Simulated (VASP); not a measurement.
Here is a VASP 6.6.1 calculation.

File INCAR:

```
SYSTEM = Ti
ALGO     = Fast           ! electronic algorithm
EDIFF    = 1E-6           ! SCF threshold, eV
ENCUT    = 520            ! plane-wave cutoff, eV
GGA      = CA             ! functional
ISIF     = 2              ! what is computed and relaxed
ISMEAR   = 0              ! smearing method
LASPH    = .TRUE.         ! aspherical terms in the spheres
LCHARG   = .FALSE.        ! write CHGCAR
LREAL    = .FALSE.        ! projectors in reciprocal space
LWAVE    = .FALSE.        ! write WAVECAR
NBANDS   = 58             ! bands
NELM     = 80             ! most SCF steps
PREC     = Accurate       ! precision mode
SIGMA    = 0.1            ! smearing width, eV
```

KPOINTS

```
k-points
0
G
  7 7 8
  0 0 0
```

File POSCAR:

```
Ti
1.0
    6.0280874511      0.0000000000      0.0000000000
   -2.7322371782      5.3733340041      0.0000000000
    0.0000000000      0.0000000000      4.2078395021
Ti
8
Direct
    0.1593683801      0.3406316199      0.2500000000
    0.6593683801      0.3406316199      0.2500000000
    0.1593683801      0.8406316199      0.2500000000
    0.6593683801      0.8406316199      0.2500000000
    0.8406316199      0.1593683801      0.7500000000
    0.3406316199      0.1593683801      0.7500000000
    0.8406316199      0.6593683801      0.7500000000
    0.3406316199      0.6593683801      0.7500000000
```

Potentials or basis: VASP PAW LDA potentials, release 64 (Ti_sv).

Run with:

```console
$ cat potpaw_LDA.64/Ti_sv/POTCAR > POTCAR
$ mpirun -np 1 vasp_std > vasp.out
```

Estimate the pressure.

-6.3 GPa.

What does it give for the band gap on the k mesh?

Zero (bands 48 and 49 overlap by 0.69 eV).

Stress tensor (GPa, compression positive):
```
-10.25   1.85   0.00
  1.85  -8.36   0.00
  0.00   0.00  -0.15
```

Caveat: the stress differs along the axes, from -10 to -0 GPa.
